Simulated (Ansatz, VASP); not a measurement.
## Mo in VASP and in Ansatz

Contents of INCAR:

```
SYSTEM = Mo
PREC = Accurate
ENCUT = 520
EDIFF = 1E-8
ISMEAR = 0
SIGMA = 0.05
LREAL = .False.
LASPH = .True.
NELM = 150
ALGO = Normal
ISIF = 2
LWAVE = .False.
LCHARG = .False.
MAGMOM = 0 0 0
LORBIT = 11
LSORBIT = .True.
GGA_COMPAT = .False.
LORBMOM = .True.
LMAXMIX = 4
GGA = B5
ALDAX = 1.0
AGGAX = 1.0
AGGAC = 1.0
ALDAC = 0.0
LEFG = .True.
NBANDS = 25
```

The input KPOINTS:

```
regular mesh
0
Gamma
  9 9 9
  0 0 0
```

POSCAR

```
Mo
1.0
   -1.5838089719      1.5838089719      1.5838089719
    1.5838089719     -1.5838089719      1.5838089719
    1.5838089719      1.5838089719     -1.5838089719
Mo
1
Direct
    0.0000000000      0.0000000000      0.0000000000
```

File input.yaml:

```yaml
crystal:
  lattice:
    - [-1.5838089719, 1.5838089719, 1.5838089719]
    - [1.5838089719, -1.5838089719, 1.5838089719]
    - [1.5838089719, 1.5838089719, -1.5838089719]
  atoms:
    - { symbol: Mo, position: [0.0, 0.0, 0.0] }
hamiltonian:
  xc: blyp
  pseudopotentials: { kind: paw_fr }
magnetization:
  noncollinear: true
  spin_orbit: true
kpoints:
  mp_grid: { grid: [9, 9, 9] }
scf:
  occupations: { method: gaussian, width: 0.05 }
output:
  forces: true
  stress: true
  eigenvalues: true
  efg: {}
```

Alike in both runs: task electric field gradients; functional BLYP; k mesh 9 × 9 × 9; occupations gaussian, width 0.05 eV; non-collinear spin, spin-orbit coupling.

```csv
,VASP,Ansatz
version,VASP 6.6.1,Ansatz 0.2.0
potentials or method,"VASP PAW PBE potentials, release 64 (Mo_sv)",Ansatz PAW
plane-wave cutoff (eV),520,420
valence electrons in the cell,14,14
```

```csv
,VASP,Ansatz,Ansatz less VASP
pressure (GPa),8.9,7.9,-1.02
net moment per atom (μB),0.00,0.00,0.000
```

VASP's potentials were made for PBE, not for BLYP.
